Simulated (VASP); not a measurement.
Write the native input for VASP 6.6.1 that does the following.

```
Task                   : single point
Functional             : PBE
Potentials or basis    : VASP PAW PBE potentials, release 64 (Re, S)
Cutoff                 : 520 eV
k mesh                 : 16 × 16 × 6
Occupations            : gaussian, width 0.1 eV
Spin                   : no spin polarisation
Dipole correction      : no
Further INCAR settings : ALGO = Normal; EDIFF = 1e-07; NBANDS = 20
```

The structure of ReS3 lies in POSCAR:

```
ReS3
1.0
    2.8390168741      0.0000000000      0.0000000000
    0.0000000000      2.8390168741      0.0000000000
    0.0000000000      0.0000000000      9.5041362832
Re S
1 3
Direct
    0.0000000000      0.0000000000      0.0000000000
    0.0000000000      0.0000000000      0.5000000000
    0.5000000000      0.5000000000      0.1565997594
    0.5000000000      0.5000000000      0.8434002406
```

These files were run (other wordings do the same):

INCAR

```
  PREC = Accurate
  ENCUT = 520
  EDIFF = 1E-7
  ISMEAR = 0
  SIGMA = 0.1
  LREAL = F
  LASPH = T
  NELM = 60
  ALGO = Normal
  ISIF = 2
  LWAVE = F
  LCHARG = F
  GGA = PE
  NBANDS = 20
```

KPOINTS

```
regular mesh
0
Gamma
  16 16 6
```

Potentials or basis: VASP PAW PBE potentials, release 64 (Re, S).

Command:

```console
$ cat potpaw_PBE.64/Re/POTCAR potpaw_PBE.64/S/POTCAR > POTCAR
$ mpirun -np 1 vasp_std > vasp.out
```

Results of the run:

```yaml
Pressure: 0.2 GPa
Largest_force: 0.054 eV/Å
```

Caveat: this functional lacks dispersion, which binds the layers, so the pressure and a relaxed spacing across them are unreliable.

It took 3.3 min on 1 thread of Intel(R) Xeon(R) 6975P-C (Granite Rapids), on a shared host, peak memory 0.38 GiB.
